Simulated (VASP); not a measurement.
Si2Ni, 3 atoms in the cell. It takes space group Fm-3m (No. 225, cubic). The conventional cell has a = 5.406 Å, b = 5.406 Å, c = 5.406 Å, α = 90.00°, β = 90.00°, γ = 90.00°. Ni (site symmetry m-3m) has 8 Si at 2.34 Å within 3.1 Å. Within 3.1 Å of Si (site symmetry -43m) lie 4 Ni at 2.34 Å and 6 Si at 2.70 Å. 

```yaml
Program: VASP 6.6.1
Task: relaxation of cell and atoms
Functional: PBE
Potentials_or_basis: VASP PAW PBE potentials, release 64 (Ni, Si)
Cutoff: 600 eV
k_mesh: 9 × 9 × 9
Occupations: fermi-dirac, width 0.05 eV
Spin: collinear spin, ferromagnetic start
Starting_moments: "[1.0, 0.0, 0.0] μB"
Hubbard_terms: Ni d U = 8.0 eV
Dipole_correction: no
Further_INCAR_settings: ALGO = Normal; EDIFF = 1e-07; IBRION = 2; EDIFFG = -0.01; NSW = 60; ISIF = 3
```

Potentials or basis: VASP PAW PBE potentials, release 64 (Ni, Si).

The run is started by

```console
$ cat potpaw_PBE.64/Ni/POTCAR potpaw_PBE.64/Si/POTCAR > POTCAR
$ mpirun -np 1 vasp_std > vasp.out
```

Hardware: 1 thread of Intel Xeon 6975P-C, with other jobs on the host.

How long does it take, and how much memory?

Run time: 110 s on 1 thread of Intel Xeon 6975P-C (shared host), peak memory 0.23 GiB. Counts: scf iterations 37, k points 35, ion steps 3.
